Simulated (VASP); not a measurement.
# SnO2 (P6_3/mmc) in VASP: further runs, part 3 of 3

VASP 6.6.1.

### 4 Single point, PBE+D3(BJ)

This run uses another cell than the first one, of 15.00 Å³/atom.

INCAR reads:

```
PREC = Accurate
ENCUT = 520
EDIFF = 1E-6
ISMEAR = 0
SIGMA = 0.05
LREAL = False
LASPH = True
NELM = 100
ALGO = Normal
ISIF = 2
LWAVE = False
LCHARG = False
GGA = PE
IVDW = 12
NBANDS = 35
```

KPOINTS reads:

```
Automatic mesh
0
Gamma
  12 12 4
```

POSCAR reads:

```
SnO2
1.0
    3.1845270180      0.0000000000      0.0000000000
   -1.5922635090      2.7578812966      0.0000000000
    0.0000000000      0.0000000000     10.2472985135
Sn O
2 4
Direct
    0.0000000000      0.0000000000      0.5000000000
    0.0000000000      0.0000000000      0.0000000000
    0.6666666667      0.3333333333      0.4017901351
    0.6666666667      0.3333333333      0.0982098649
    0.3333333333      0.6666666667      0.5982098649
    0.3333333333      0.6666666667      0.9017901351
```

Potentials or basis: VASP PAW PBE potentials, release 64 (Sn_d, O).

Run with:

```
> cat potpaw_PBE.64/Sn_d/POTCAR potpaw_PBE.64/O/POTCAR > POTCAR
> mpirun -np 1 vasp_std > vasp.out
```

OUTCAR:

```text
PREC = Accurate
   ENCUT = 520
   EDIFF = 1E-6
   ISMEAR = 0
   LREAL = False
   LASPH = True
   NELM = 100
   ISIF = 2
   GGA = PE
   IVDW = 12
 IVDW          = 12

 ion  position               nearest neighbor table
   1  0.000  0.000  0.500-   3 2.10   5 2.10   5 2.10   3 2.10   3 2.10   5 2.10
   2  0.000  0.000  0.000-   4 2.10   6 2.10   6 2.10   4 2.10   4 2.10   6 2.10
   3  0.667  0.333  0.402-   1 2.10   1 2.10   1 2.10
   4  0.667  0.333  0.098-   2 2.10   2 2.10   2 2.10
   5  0.333  0.667  0.598-   1 2.10   1 2.10   1 2.10
   6  0.333  0.667  0.902-   2 2.10   2 2.10   2 2.10

  LATTYP: Found a hexagonal cell.
 ALAT       =     3.1845270180
 C/A-ratio  =     3.2178400295

  Lattice vectors:

 A1 = (   3.1845270180,   0.0000000000,   0.0000000000)
 A2 = (  -1.5922635090,   2.7578812966,   0.0000000000)
 A3 = (   0.0000000000,   0.0000000000,  10.2472985135)

Analysis of symmetry for initial positions (statically):
=====================================================================
 Subroutine PRICEL returns:
 Original cell was already a primitive cell.
[... 184 lines left out ...]
 cond. band min:       5.1741258325   @ k =   0.0000   0.0000   0.0000
 fundamental gap:      2.2120212082
 Fermi energy:         3.2036238150

 k-point     1 :       0.0000    0.0000    0.0000
  band No.  band energies     occupation
      1     -17.1612      2.00000
      2     -17.1590      2.00000
      3     -16.8884      2.00000
      4     -16.8884      2.00000
      5     -16.8883      2.00000
      6     -16.8883      2.00000
[... 901 lines left out ...]
     34      14.9967      0.00000
     35      15.5021      0.00000

 [... further k-points ...]

------------------------ aborting loop because EDIFF is reached ----------------------------------------

 Edisp (eV)   -1.01428

 E8    (eV) :    -0.3973

  FORCE on cell =-STRESS in cart. coord.  units (eV):
  Direction    XX          YY          ZZ          XY          YZ          ZX
  --------------------------------------------------------------------------------------
  -------------------------------------------------------------------------------------
  Total       2.88889     2.88889     1.35326     0.00000    -0.00000    -0.00000
  in kB      51.42937    51.42937    24.09146     0.00000    -0.00000    -0.00000
  external pressure =       42.32 kB  Pullay stress =        0.00 kB

 VOLUME and BASIS-vectors are now :
 -----------------------------------------------------------------------------
  energy-cutoff  :      520.00
  volume of cell :       90.00
      direct lattice vectors                 reciprocal lattice vectors
     3.184527018  0.000000000  0.000000000     0.314018375  0.181298593  0.000000000
    -1.592263509  2.757881297  0.000000000     0.000000000  0.362597187  0.000000000
     0.000000000  0.000000000 10.247298514     0.000000000  0.000000000  0.097586696

 POSITION                                       TOTAL-FORCE (eV/Angst)
 -----------------------------------------------------------------------------------
      0.00000      0.00000      5.12365        -0.000000      0.000000      0.000000
      0.00000      0.00000      0.00000        -0.000000      0.000000      0.000000
      1.59226      0.91929      4.11726         0.000000     -0.000000     -0.343010
      1.59226      0.91929      1.00639        -0.000000     -0.000000      0.343010
     -0.00000      1.83859      6.13004         0.000000      0.000000      0.343010
     -0.00000      1.83859      9.24091        -0.000000      0.000000     -0.343010
 -----------------------------------------------------------------------------------
    total drift:                                0.000000      0.000000      0.000000

  FREE ENERGIE OF THE ION-ELECTRON SYSTEM (eV)
  ---------------------------------------------------
  free  energy   TOTEN  =       -37.2554177389 eV

  energy  without entropy=      -37.2554177389  energy(sigma->0) =      -37.25541774
```

stdout:

```text
POSCAR found type information on POSCAR SnO
 POSCAR found :  2 types and       6 ions
 scaLAPACK will be used
 LDA part: xc-table for (Slater+PW92), standard interpolation
 POSCAR, INCAR and KPOINTS ok, starting setup
 FFT: planning ... GRIDC
 FFT: planning ... GRID_SOFT
 FFT: planning ... GRID
 WAVECAR not read
 entering main loop
```

Run time: 3.5 min. Hardware: 1 thread of AMD EPYC 7R13, shared host; peak memory 0.27 GiB.

What came out:

| Item | Value |
| --- | --- |
| Free energy | -37.2554 eV |
| Pressure | 4.2 GPa |
| Largest force | 0.343 eV/Å |
| Band gap on the k mesh | 2.21 eV (least direct gap 2.62 eV) |
| Dispersion energy per atom | -0.169 eV |

Forces in eV/Å, atoms in the order of the input:
```
Sn   0.000  0.000  0.000
Sn   0.000  0.000  0.000
O    0.000  0.000 -0.343
O    0.000  0.000  0.343
O    0.000  0.000  0.343
O    0.000  0.000 -0.343
```

Caveat: the cell stands under pressure; spin-orbit coupling is left out, which moves the levels of the heavy elements. A k mesh can miss the band edges.

### 5 Single point, PBE+D3(BJ)

This run uses another cell than the first one, of 15.77 Å³/atom.

INCAR reads:

```
SYSTEM = SnO2
ALGO     = Normal         ! electronic algorithm
EDIFF    = 1E-7           ! SCF threshold, eV
ENCUT    = 520            ! plane-wave cutoff, eV
GGA      = PE             ! functional
ISIF     = 2              ! what is computed and relaxed
ISMEAR   = 0              ! smearing method
IVDW     = 12             ! dispersion correction
LASPH    = .True.         ! aspherical terms in the spheres
LCHARG   = .True.         ! write CHGCAR
LELF     = .True.         ! ELF
LREAL    = .False.        ! projectors in reciprocal space
LVHAR    = .True.       
LWAVE    = .False.        ! write WAVECAR
NBANDS   = 35             ! bands
NELM     = 60             ! most SCF steps
PREC     = Accurate       ! precision mode
SIGMA    = 0.05           ! smearing width, eV
```

KPOINTS reads:

```
k-points
0
Gamma
  12 12 4
  0 0 0
```

Edit POSCAR of step 4 so:

```diff
@@ -2,5 +2,5 @@
 1.0
-    3.1845270180      0.0000000000      0.0000000000
-   -1.5922635090      2.7578812966      0.0000000000
-    0.0000000000      0.0000000000     10.2472985135
+    3.2378326028      0.0000000000      0.0000000000
+   -1.6189163014      2.8040452872      0.0000000000
+    0.0000000000      0.0000000000     10.4188273583
 Sn O
```

Run with:

```
> cat potpaw_PBE.64/Sn_d/POTCAR potpaw_PBE.64/O/POTCAR > POTCAR
> mpirun -np 1 vasp_std > vasp.out
```

Wall time 3.9 min (1 thread of AMD EPYC 7R13, shared host); peak memory 0.28 GiB.

Results (log left out):

* Free energy: -37.2785 eV
* Pressure: -2.7 GPa
* Largest force: 0.208 eV/Å
* Band gap on the k mesh: 1.91 eV (least direct gap 2.25 eV)
* Dispersion energy per atom: -0.160 eV

Forces on the atoms (eV/Å):
```
Sn   0.000  0.000  0.000
Sn   0.000  0.000  0.000
O    0.000  0.000  0.208
O    0.000  0.000 -0.208
O    0.000  0.000 -0.208
O    0.000  0.000  0.208
```

Stress tensor (GPa, compression positive):
```
-3.13  0.00  0.00
 0.00 -3.13  0.00
 0.00  0.00 -1.71
```

Levels at points of the mesh, in eV from the valence-band top:
```csv
k point,band 23,band 24,band 25,band 26,band 27,band 28,band 29,band 30
"(0.00, 0.00, 0.00)",-0.96,-0.92,-0.92,-0.34,1.91,2.77,5.26,5.70
"(0.50, 0.00, 0.00)",-0.64,-0.59,-0.58,-0.08,4.92,5.09,6.77,7.47
"(0.00, 0.00, 0.50)",-0.94,-0.94,-0.76,-0.76,2.36,2.36,5.49,5.49
"(0.50, 0.00, 0.50)",-0.61,-0.61,-0.30,-0.30,5.01,5.01,7.10,7.10
```

Caveat: spin-orbit coupling is left out, which moves the levels of the heavy elements. A k mesh can miss the band edges.

### 6 Single point, PBE+D3(BJ)

This run uses another cell than the first one, of 16.16 Å³/atom.

INCAR reads:

```
SYSTEM = SnO2
PREC = Accurate
ENCUT = 520
EDIFF = 1E-6
ISMEAR = 0
SIGMA = 0.05
LREAL = .False.
LASPH = .True.
NELM = 80
ALGO = Normal
ISIF = 2
LWAVE = .False.
LCHARG = .False.
GGA = PE
IVDW = 12
NBANDS = 35
```

KPOINTS reads:

```
Automatic mesh
0
Gamma
  12 12 4
  0 0 0
```

Edit POSCAR of step 5 so:

```diff
@@ -2,5 +2,5 @@
 1.0
-    3.2378326028      0.0000000000      0.0000000000
-   -1.6189163014      2.8040452872      0.0000000000
-    0.0000000000      0.0000000000     10.4188273583
+    3.2648065132      0.0000000000      0.0000000000
+   -1.6324032566      2.8274053789      0.0000000000
+    0.0000000000      0.0000000000     10.5056250869
 Sn O
```

Potentials or basis: VASP PAW PBE potentials, release 64 (Sn_d, O).

Run with:

```
> cat potpaw_PBE.64/Sn_d/POTCAR potpaw_PBE.64/O/POTCAR > POTCAR
> mpirun -np 1 vasp_std > vasp.out
```

Wall time 3.8 min (1 thread of AMD EPYC 7R13, shared host); peak memory 0.28 GiB.

It converged, with:

| Property | Result |
| --- | --- |
| Free energy | -37.2197 eV |
| Pressure | -5.5 GPa |
| Largest force | 0.450 eV/Å |
| Band gap on the k mesh | 1.77 eV (least direct gap 2.08 eV) |
| Dispersion energy per atom | -0.156 eV |

Forces on the atoms (eV/Å):
```
Sn   0.000  0.000  0.000
Sn   0.000  0.000  0.000
O    0.000  0.000  0.450
O    0.000  0.000 -0.450
O    0.000  0.000 -0.450
O    0.000  0.000  0.450
```

Stress tensor (GPa, compression positive):
```
-6.59  0.00  0.00
 0.00 -6.59  0.00
 0.00  0.00 -3.41
```

Levels at points of the mesh, in eV from the valence-band top:
| k point | band 24 | band 25 | band 26 | band 27 | band 28 | band 29 |
| --- | --- | --- | --- | --- | --- | --- |
| (0.00, 0.00, 0.00) | -0.92 | -0.92 | -0.31 | 1.77 | 2.60 | 5.14 |
| (0.50, 0.00, 0.00) | -0.58 | -0.57 | -0.08 | 4.70 | 4.86 | 6.64 |
| (0.00, 0.00, 0.50) | -0.94 | -0.72 | -0.72 | 2.21 | 2.21 | 5.36 |
| (0.50, 0.00, 0.50) | -0.61 | -0.29 | -0.29 | 4.78 | 4.78 | 6.96 |

Caveat: the cell stands under tension; spin-orbit coupling is left out, which moves the levels of the heavy elements. A k mesh can miss the band edges.

### 7 The runs side by side

| cell | gap on the mesh (eV) | pressure (GPa) | largest force (eV/Å) |
| --- | --- | --- | --- |
| a = 3.131, b = 3.131, c = 10.075 Å, angles 90.0, 90.0, 120.0°, 6 atoms | 2.55 | 13.1 | 1.01 |
| a = 3.158, b = 3.158, c = 10.161 Å, angles 90.0, 90.0, 120.0°, 6 atoms | 2.38 | 8.4 | 0.66 |
| a = 3.185, b = 3.185, c = 10.247 Å, angles 90.0, 90.0, 120.0°, 6 atoms | 2.21 | 4.2 | 0.34 |
| a = 3.238, b = 3.238, c = 10.419 Å, angles 90.0, 90.0, 120.0°, 6 atoms | 1.91 | -2.7 | 0.21 |
| a = 3.265, b = 3.265, c = 10.506 Å, angles 90.0, 90.0, 120.0°, 6 atoms | 1.77 | -5.5 | 0.45 |

Alike in all rows: task single point; level PBE+D3(BJ); potentials or basis VASP PAW PBE potentials, release 64 (Sn_d, O); no spin polarisation; k mesh 12 × 12 × 4; cutoff (eV) 520; smearing gaussian 0.05 eV.

Caveats: spin-orbit coupling is left out, which moves the levels of the heavy elements; the stress differs along the axes, from 8 to 16 GPa (at least some runs); forces of over 1 eV/Å act on the atoms, so gaps and moduli don't describe the material at rest (at least some runs); the stress differs along the axes, from 5 to 10 GPa (at least some runs); the cell stands under pressure (at least some runs); the cell stands under tension (at least some runs).

Total energies depend on the potentials used, so only differences within one code and one set of settings carry meaning.
